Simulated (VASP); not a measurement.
Hf, 2 atoms in the cell. Symmetry: P6_3/mmc, No. 194, hexagonal system. The conventional cell has a = 3.175 Å, b = 3.175 Å, c = 5.024 Å, α = 90.00°, β = 90.00°, γ = 120.00°. Hf (site symmetry -6m2) has 12 Hf at 3.11 to 3.18 Å within 4.1 Å.  This cell differs from its parent crystal: volume scaled by 0.98.

- Program: VASP 6.6.1
- Task: electric field gradients
- Functional: PBEsol
- Potentials or basis: VASP PAW PBE potentials, release 64 (Hf_pv)
- Cutoff: 520 eV
- k mesh: 13 × 13 × 7
- Occupations: fermi-dirac, width 0.05 eV
- Spin: no spin polarisation
- Dipole correction: no
- Further INCAR settings: ALGO = Normal; EDIFF = 1e-08; NBANDS = 17

Potentials or basis: VASP PAW PBE potentials, release 64 (Hf_pv).

Run with:

```console
$ cat potpaw_PBE.64/Hf_pv/POTCAR > POTCAR
$ mpirun -np 1 vasp_std > vasp.out
```

Hardware: 1 thread of Intel(R) Xeon(R) 6975P-C (Granite Rapids) (shared host).

Problem. Estimate the wall time of this run.

Solution. Wall time 18 s on 1 thread of Intel(R) Xeon(R) 6975P-C (Granite Rapids) (shared host), peak memory 0.19 GiB. Counts: scf iterations 14, k points 84.
